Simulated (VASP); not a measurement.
BaTiO3, 5 atoms in the cell. It takes space group R3m (No. 160, trigonal). Conventional cell: a = 5.655 Å, b = 5.655 Å, c = 6.955 Å, α = 90.00°, β = 90.00°, γ = 120.00°. Within 3.7 Å of Ba (site symmetry 3m) lie 12 O at 2.79 to 2.89 Å and 8 Ti at 3.37 to 3.59 Å. Ti (site symmetry 3m) has 6 O at 1.87 to 2.14 Å within 2.5 Å. O (site symmetry m) has 2 Ti at 1.87 to 2.14 Å within 2.5 Å. 

- Program: VASP 6.6.1
- Task: single point
- Functional: PBEsol
- Potentials or basis: VASP PAW PBE potentials, release 64 (Ba_sv, Ti_sv, O)
- Cutoff: 600 eV
- k mesh: 6 × 6 × 6
- Occupations: fermi-dirac, width 0.02 eV
- Spin: no spin polarisation
- Hubbard terms: Ti d U = 5.0 eV
- Dipole correction: no
- Further INCAR settings: ALGO = Normal; EDIFF = 1e-06; NBANDS = 28

Potentials or basis: VASP PAW PBE potentials, release 64 (Ba_sv, Ti_sv, O).

Command:

```console
$ cat potpaw_PBE.64/Ba_sv/POTCAR potpaw_PBE.64/Ti_sv/POTCAR potpaw_PBE.64/O/POTCAR > POTCAR
$ mpirun -np 1 vasp_std > vasp.out
```

Hardware: 1 thread of Intel Xeon 8259CL, with other jobs on the host.

**Question.** Estimate the wall time of this run.

**Answer.** Wall time 95 s on 1 thread of Intel Xeon 8259CL, with other jobs on the host, peak memory 0.22 GiB. Counts: scf iterations 15, k points 32.
